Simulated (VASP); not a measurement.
A run of VASP 6.6.1 is set up as follows.

The input INCAR:

```
SYSTEM = AgCl
  PREC = Accurate
  ENCUT = 520
  EDIFF = 1E-8
  ISMEAR = 0
  SIGMA = 0.01
  LREAL = .FALSE.
  LASPH = .TRUE.
  NELM = 80
  ALGO = Normal
  ISIF = 2
  LWAVE = .FALSE.
  LCHARG = .FALSE.
  GGA = PS
  NBANDS = 16
  IBRION = 8
  NSW = 1
```

KPOINTS

```
regular mesh
0
G
  8 8 8
  0 0 0
```

POSCAR

```
AgCl
1.0
    0.0000000000      2.7100640271      2.7100640271
    2.7100640271      0.0000000000      2.7100640271
    2.7100640271      2.7100640271      0.0000000000
Ag Cl
1 1
Direct
    0.0000000000      0.0000000000      0.0000000000
    0.5000000000      0.5000000000      0.5000000000
```

Potentials or basis: VASP PAW PBE potentials, release 64 (Ag, Cl).

Command:

```bash
$ cat potpaw_PBE.64/Ag/POTCAR potpaw_PBE.64/Cl/POTCAR > POTCAR
$ mpirun -np 1 vasp_std > vasp.out
```

**Question.** What does it give for the highest phonon frequency at Γ, LO-TO splitting left out?

**Answer.** 122 cm⁻¹.

Phonon frequencies in cm⁻¹ (negative: imaginary):
```
              q point        frequencies
(0.000, 0.000, 0.000)  0 0 0 122 122 122
```
